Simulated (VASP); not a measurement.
# Ti (Im-3m) in VASP: further runs, part 2 of 2

VASP 6.6.1. Earlier steps stand in the parts before.

**4. Relaxation of cell and atoms, r2SCAN**

Contents of POSCAR:

```
Ti
1.0
   -1.6410000000      1.6410000000      1.6410000000
    1.6410000000     -1.6410000000      1.6410000000
    1.6410000000      1.6410000000     -1.6410000000
Ti
1
Direct
    0.0000000000      0.0000000000      0.0000000000
```

Contents of INCAR.step1:

```
SYSTEM = Ti
PREC     = Accurate       ! precision mode
ENCUT    = 600            ! plane-wave cutoff, eV
ISMEAR   = -1             ! smearing method
SIGMA    = 0.05           ! smearing width, eV
LREAL    = .False.        ! projectors in reciprocal space
LASPH    = .True.         ! aspherical terms in the spheres
NELM     = 100            ! most SCF steps
GGA      = PE             ! functional
ALGO     = Normal         ! electronic algorithm
EDIFF    = 1E-4           ! SCF threshold, eV
LWAVE    = .True.         ! write WAVECAR
LCHARG   = .False.        ! write CHGCAR
```

Contents of INCAR.step2:

```
SYSTEM = Ti
PREC     = Accurate       ! precision mode
ENCUT    = 600            ! plane-wave cutoff, eV
EDIFF    = 1E-7           ! SCF threshold, eV
ISMEAR   = -1             ! smearing method
SIGMA    = 0.05           ! smearing width, eV
LREAL    = .False.        ! projectors in reciprocal space
LASPH    = .True.         ! aspherical terms in the spheres
NELM     = 100            ! most SCF steps
ALGO     = Normal         ! electronic algorithm
ISIF     = 3              ! what is computed and relaxed
LWAVE    = .False.        ! write WAVECAR
LCHARG   = .False.        ! write CHGCAR
METAGGA  = R2SCAN         ! meta-GGA
LMIXTAU  = .True.       
IBRION   = 2              ! ionic algorithm
NSW      = 60             ! ionic steps
EDIFFG   = -0.01          ! ionic threshold
ISTART   = 1
```

Contents of KPOINTS:

```
regular mesh
0
Gamma
  11 11 11
  0 0 0
```

Potentials or basis: VASP PAW PBE potentials, release 64 (Ti_sv).

Launch:

```
$ cat potpaw_PBE.64/Ti_sv/POTCAR > POTCAR
$ cp INCAR.step1 INCAR
$ mpirun -np 1 vasp_std > vasp.out
$ cp INCAR.step2 INCAR
$ mpirun -np 1 vasp_std > vasp.out
```

OUTCAR:

```text
SYSTEM = Ti
   PREC = Accurate
   ENCUT = 600
   EDIFF = 1E-7
   ISMEAR = -1
   LREAL = .False.
   LASPH = .True.
   NELM = 100
   ISIF = 3
   METAGGA = R2SCAN
   IBRION = 2
   NSW = 60
   EDIFFG = -0.01
   ISTART = 1

 ion  position               nearest neighbor table
   1  0.000  0.000  0.000-

  LATTYP: Found a body centered cubic cell.
 ALAT       =     3.2820000000

  Lattice vectors:

 A1 = (  -1.6410000000,   1.6410000000,   1.6410000000)
 A2 = (   1.6410000000,  -1.6410000000,   1.6410000000)
 A3 = (   1.6410000000,   1.6410000000,  -1.6410000000)

Analysis of symmetry for initial positions (statically):
=====================================================================
 Subroutine PRICEL returns:
 Original cell was already a primitive cell.

 Routine SETGRP: Setting up the symmetry group for a
 body centered cubic supercell.

 Subroutine GETGRP returns: Found 48 space group operations
[... 9 lines left out ...]

 Routine SETGRP: Setting up the symmetry group for a
 body centered cubic supercell.

[... 157 lines left out ...]
  -------------------------------------------------------------------------------------
  Total       -0.2616332     -0.2616332     -0.2616332      0.0000000      0.0000000      0.0000000
  in kB      -23.7147055    -23.7147055    -23.7147055      0.0000000      0.0000000      0.0000000
  external PRESSURE =     -23.7147055 kB  Pullay stress =       0.0000000 kB
[... 57 lines left out ...]
--------------------------------------- Ionic step        3  -------------------------------------------

 number of electron      11.9999997 magnetization

 Free energy of the ion-electron system (eV)
  ---------------------------------------------------
  ext. energy  EPLUGINS =         0.00000000
  ---------------------------------------------------
  free energy    TOTEN  =       -12.82100634 eV

  energy without entropy =      -12.79946484  energy(sigma->0) =      -12.81023559

 E-fermi :   8.1647     XC(G=0): -12.4223

 val. band max:        8.1625274736   @ k =  -0.3636  -0.4545   0.0909
 cond. band min:       8.1780061311   @ k =   0.1818   0.0909   0.0909
 fundamental gap:      0.0154786575
 Fermi energy:         8.1647338791

 k-point     1 :       0.0000    0.0000    0.0000
  band No.  band energies     occupation
      1     -50.7355      2.00000
      2     -25.5341      2.00000
      3     -25.5341      2.00000
      4     -25.5341      2.00000
      5       1.8196      2.00000
      6       9.3137      0.00000
      7       9.3137      0.00000
      8       9.3137      0.00000
      9      11.1013      0.00000
     10      11.1013      0.00000
[... 287 lines left out ...]
 k-point    24 :       0.3636    0.1818    0.0909
  band No.  band energies     occupation
      1     -50.5885      2.00000
      2     -26.1112      2.00000
      3     -25.8460      2.00000
      4     -25.6464      2.00000
      5       6.6148      2.00000
      6       7.5684      1.99999
      7       8.0983      1.58121
      8      11.3080      0.00000
      9      11.5059      0.00000
     10      14.7344      0.00000

 [... further k-points ...]
[... 5 lines left out ...]
  --------------------------------------------------------------------------------------
  -------------------------------------------------------------------------------------
  Total       -0.0016950     -0.0016950     -0.0016950     -0.0000000     -0.0000000      0.0000000
  in kB       -0.1570517     -0.1570517     -0.1570517     -0.0000000     -0.0000000      0.0000000
  external PRESSURE =      -0.1570517 kB  Pullay stress =       0.0000000 kB
[... 16 lines left out ...]
  FREE ENERGIE OF THE ION-ELECTRON SYSTEM (eV)
  ---------------------------------------------------
  free  energy   TOTEN  =       -12.8210063383 eV

  energy  without entropy=      -12.7994648381  energy(sigma->0) =      -12.81023559

 reached required accuracy - stopping structural energy minimisation
```

OUTCAR.step1:

```text
SYSTEM = Ti
   PREC = Accurate
   ENCUT = 600
   ISMEAR = -1
   LREAL = .False.
   LASPH = .True.
[... 528 lines left out ...]
 -----------------------------------------------------------------------------------
      0.00000      0.00000      0.00000        -0.000000      0.000000      0.000000
 -----------------------------------------------------------------------------------
    total drift:                                0.000000      0.000000      0.000000

  FREE ENERGIE OF THE ION-ELECTRON SYSTEM (eV)
  ---------------------------------------------------
  free  energy   TOTEN  =        -7.7293259953 eV

  energy  without entropy=       -7.7066481442  energy(sigma->0) =       -7.71798707
```

OSZICAR.step1:

```text
N       E                     dE             d eps       ncg     rms          rms(c)
DAV:   1     0.797278421565E+02    0.79728E+02   -0.73610E+03  1120   0.160E+03
DAV:   2    -0.432263665764E+01   -0.84050E+02   -0.82794E+02  1142   0.326E+02
DAV:   3    -0.867268779554E+01   -0.43501E+01   -0.42843E+01  1562   0.751E+01
DAV:   4    -0.880037176682E+01   -0.12768E+00   -0.12746E+00  1286   0.109E+01
DAV:   5    -0.880423356437E+01   -0.38618E-02   -0.38613E-02  1446   0.159E+00    0.816E+00
DAV:   6    -0.772215234045E+01    0.10821E+01   -0.40521E+00  1142   0.273E+01    0.205E+00
DAV:   7    -0.772013042004E+01    0.20219E-02   -0.75870E-02  1212   0.307E+00    0.124E+00
DAV:   8    -0.772885522642E+01   -0.87248E-02   -0.38986E-02  1250   0.267E+00    0.108E-01
DAV:   9    -0.772930349368E+01   -0.44827E-03   -0.26758E-03  1242   0.617E-01    0.676E-02
DAV:  10    -0.772932599526E+01   -0.22502E-04   -0.46642E-04  1168   0.211E-01
   1 F= -.77293260E+01 E0= -.77179871E+01  d E =-.226779E-01
```

Run time: 54 s. Hardware: 1 thread of Intel Xeon 6975P-C (Granite Rapids), shared host; peak memory 0.16 GiB.

Results:

```yaml
Free_energy: -12.8210 eV
Relaxed_volume: 17.29 Å³/atom
Relaxed_cell: a = 2.822 Å, b = 2.822 Å, c = 2.822 Å, α = 109.47°, β = 109.47°, γ = 109.47°
Space_group_after_relaxing_to_0.05_Å: Im-3m (No. 229)
Energy_gained_by_relaxing: 2.9 meV/atom
Ionic_steps: 3
Pressure_after_relaxing: 0.0 GPa
Band_gap_on_the_k_mesh: zero (band 6 reaches 9.31 eV, above the bottom of band 7 at 7.55 eV)
```

Step by step:
```csv
step,energy change (eV),largest force (eV/Å),pressure (GPa),volume (Å³)
1,0.0000,0.0000,-2.37,17.68
2,-0.0013,0.0000,1.80,17.02
3,-0.0029,0.0000,-0.02,17.29
```

Final structure:
```cif
data_structure
_symmetry_space_group_name_H-M 'P 1'
_symmetry_Int_Tables_number 1
_cell_length_a 2.8215
_cell_length_b 2.8215
_cell_length_c 2.8215
_cell_angle_alpha 109.471
_cell_angle_beta 109.471
_cell_angle_gamma 109.471
_cell_volume 17.29
loop_
_atom_site_label
_atom_site_type_symbol
_atom_site_fract_x
_atom_site_fract_y
_atom_site_fract_z
_atom_site_occupancy
Ti1 Ti 0.00000 0.00000 0.00000 1
```

Caveat: the PAW data sets were made with another functional, which shifts forces and pressure a little.

**5. Single point, LDA**

This run uses another cell than the first one, of 15.85 Å³/atom, 0.897 times its volume.

Contents of INCAR:

```
SYSTEM = Ti
PREC = Accurate
ENCUT = 520
EDIFF = 1E-6
ISMEAR = -1
SIGMA = 0.05
LREAL = .FALSE.
LASPH = .TRUE.
NELM = 100
ALGO = Fast
ISIF = 2
LWAVE = .FALSE.
LCHARG = .FALSE.
NBANDS = 12
```

Contents of KPOINTS:

```
Automatic mesh
0
G
  11 11 11
  0 0 0
```

Contents of POSCAR:

```
Ti
1.0
   -1.5824158475      1.5824158475      1.5824158475
    1.5824158475     -1.5824158475      1.5824158475
    1.5824158475      1.5824158475     -1.5824158475
Ti
1
Direct
    0.0000000000      0.0000000000      0.0000000000
```

Potentials or basis: VASP PAW LDA potentials, release 64 (Ti_sv).

Launch:

```
$ cat potpaw_LDA.64/Ti_sv/POTCAR > POTCAR
$ mpirun -np 1 vasp_std > vasp.out
```

OUTCAR:

```text
SYSTEM = Ti
   PREC = Accurate
   ENCUT = 520
   EDIFF = 1E-6
   ISMEAR = -1
   LREAL = .FALSE.
   LASPH = .TRUE.
   NELM = 100
   ISIF = 2

 ion  position               nearest neighbor table
   1  0.000  0.000  0.000-

  LATTYP: Found a body centered cubic cell.
 ALAT       =     3.1648316950

  Lattice vectors:

 A1 = (  -1.5824158475,   1.5824158475,   1.5824158475)
 A2 = (   1.5824158475,  -1.5824158475,   1.5824158475)
 A3 = (   1.5824158475,   1.5824158475,  -1.5824158475)
[... 537 lines left out ...]
     11      18.4381      0.00000
     12      20.9726      0.00000

 [... further k-points ...]

------------------------ aborting loop because EDIFF is reached ----------------------------------------

  FORCE on cell =-STRESS in cart. coord.  units (eV):
  Direction    XX          YY          ZZ          XY          YZ          ZX
  --------------------------------------------------------------------------------------
  -------------------------------------------------------------------------------------
  Total       -0.0357143     -0.0357143     -0.0357143     -0.0000000     -0.0000000      0.0000000
  in kB       -3.6101988     -3.6101988     -3.6101988     -0.0000000     -0.0000000      0.0000000
  external PRESSURE =      -3.6101988 kB  Pullay stress =       0.0000000 kB

 VOLUME and BASIS-vectors are now :
 -----------------------------------------------------------------------------
  energy-cutoff  :      520.00
  volume of cell :       15.85
      direct lattice vectors                 reciprocal lattice vectors
    -1.582415848  1.582415848  1.582415848     0.000000000  0.315972569  0.315972569
     1.582415848 -1.582415848  1.582415848     0.315972569  0.000000000  0.315972569
     1.582415848  1.582415848 -1.582415848     0.315972569  0.315972569  0.000000000

 POSITION                                       TOTAL-FORCE (eV/Angst)
 -----------------------------------------------------------------------------------
      0.00000      0.00000      0.00000         0.000000     -0.000000     -0.000000
 -----------------------------------------------------------------------------------
    total drift:                                0.000000     -0.000000      0.000000

  FREE ENERGIE OF THE ION-ELECTRON SYSTEM (eV)
  ---------------------------------------------------
  free  energy   TOTEN  =        -8.4704799557 eV

  energy  without entropy=       -8.4540527983  energy(sigma->0) =       -8.46226638
```

stdout:

```text
POSCAR found type information on POSCAR Ti
 POSCAR found :  1 types and       1 ions
 scaLAPACK will be used
 LDA part: xc-table for (Slater(with rela. corr.)+CA(PZ))
 , standard interpolation
 POSCAR, INCAR and KPOINTS ok, starting setup
 FFT: planning ... GRIDC
 FFT: planning ... GRID_SOFT
 FFT: planning ... GRID
 WAVECAR not read
 entering main loop
WARNING in EDDRMM: call to ZHEGV failed, returncode =   6  3     11
```

Wall time 6.2 s (1 thread of Intel Xeon 6975P-C (Granite Rapids), shared host); peak memory 0.12 GiB.

Results:

```yaml
Free_energy: -8.4705 eV
Pressure: -0.4 GPa
Band_gap_on_the_k_mesh: zero (band 6 reaches 9.88 eV, above the bottom of band 7 at 8.14 eV)
```

**6. Summary**

```csv
task,level,potentials or basis,cell,cutoff (eV),gap on the mesh (eV),pressure (GPa),relaxed volume (Å³/atom)
relaxation of cell and atoms,PBE+D3(BJ),"VASP PAW PBE potentials, release 64 (Ti_sv)","relaxed from a = 2.842 Å, angles 109.5°, 1 atom",600,none,0.1,16.22
relaxation of cell and atoms,PBE+D4,"VASP PAW PBE potentials, release 64 (Ti_sv)","relaxed from a = 2.842 Å, angles 109.5°, 1 atom",600,none,0.0,16.89
relaxation of cell and atoms,r2SCAN,"VASP PAW PBE potentials, release 64 (Ti_sv)","relaxed from a = 2.842 Å, angles 109.5°, 1 atom",600,none,0.0,17.29
single point,LDA,"VASP PAW LDA potentials, release 64 (Ti_sv)","a = 2.741 Å, angles 109.5°, 1 atom",520,none,-0.4,-
```

Alike in all rows: no spin polarisation; k mesh 11 × 11 × 11; smearing fermi-dirac 0.05 eV.

Caveats: pairwise dispersion overbinds metals, which lowers pressure and volume (some runs); the PAW data sets were made with another functional, which shifts forces and pressure a little (some runs).

Absolute energies hang on the potentials; compare differences alone.
